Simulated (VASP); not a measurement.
Set up this calculation in VASP 6.6.1, as the native input.

```
Task                   : single point
Functional             : PBEsol
Potentials or basis    : VASP PAW PBE potentials, release 64 (Ta_pv, Si)
Cutoff                 : 520 eV
k mesh                 : 12 × 12 × 6
Occupations            : gaussian, width 0.15 eV
Spin                   : no spin polarisation
Dipole correction      : no
Further INCAR settings : ALGO = Normal; EDIFF = 1e-06; NBANDS = 38
```

The structure of TaSi2 lies in POSCAR:

```
TaSi2
1.0
    4.6181605319      0.0000000000      0.0000000000
   -2.3090802659      3.9994443394      0.0000000000
    0.0000000000      0.0000000000      6.7528273320
Ta Si
3 6
Direct
    0.5000000000      0.0000000000      0.0000000000
    0.5000000000      0.5000000000      0.6666666667
    0.0000000000      0.5000000000      0.3333333333
    0.1592827538      0.3185655077      0.0000000000
    0.8407172462      0.1592827538      0.6666666667
    0.6814344923      0.8407172462      0.3333333333
    0.8407172462      0.6814344923      0.0000000000
    0.1592827538      0.8407172462      0.6666666667
    0.3185655077      0.1592827538      0.3333333333
```

This cell differs from its parent crystal: strain -0.030 along x and y, +0.030 along z.

These files were run (other wordings do the same):

INCAR

```
SYSTEM = TaSi2
PREC = Accurate ; ENCUT = 520
EDIFF = 1E-6 ; ISMEAR = 0
SIGMA = 0.15 ; LREAL = .FALSE.
LASPH = .TRUE. ; NELM = 100
ALGO = Normal ; ISIF = 2
LWAVE = .FALSE. ; LCHARG = .TRUE.
GGA = PS ; LELF = .TRUE.
LVHAR = .TRUE. ; NBANDS = 38
```

KPOINTS

```
regular mesh
0
G
  12 12 6
  0 0 0
```

Potentials or basis: VASP PAW PBE potentials, release 64 (Ta_pv, Si).

Run with:

```sh
$ cat potpaw_PBE.64/Ta_pv/POTCAR potpaw_PBE.64/Si/POTCAR > POTCAR
$ mpirun -np 1 vasp_std > vasp.out
```

It gave:

| Quantity | Value |
| --- | --- |
| Pressure | 6.5 GPa |
| Largest force | 0.234 eV/Å |
| Band gap on the k mesh | zero (an odd number of electrons rules out a gap without spin polarisation) |

Caveat: the cell differs from its parent crystal (strain -0.030 along x and y, +0.030 along z); the cell stands under pressure; the PAW data sets were made with another functional, which shifts forces and pressure a little; spin-orbit coupling is left out, which moves the levels of the heavy elements.

It took 2.3 min on 1 thread of Intel(R) Xeon(R) 6975P-C (Granite Rapids) (shared host), peak memory 0.42 GiB.
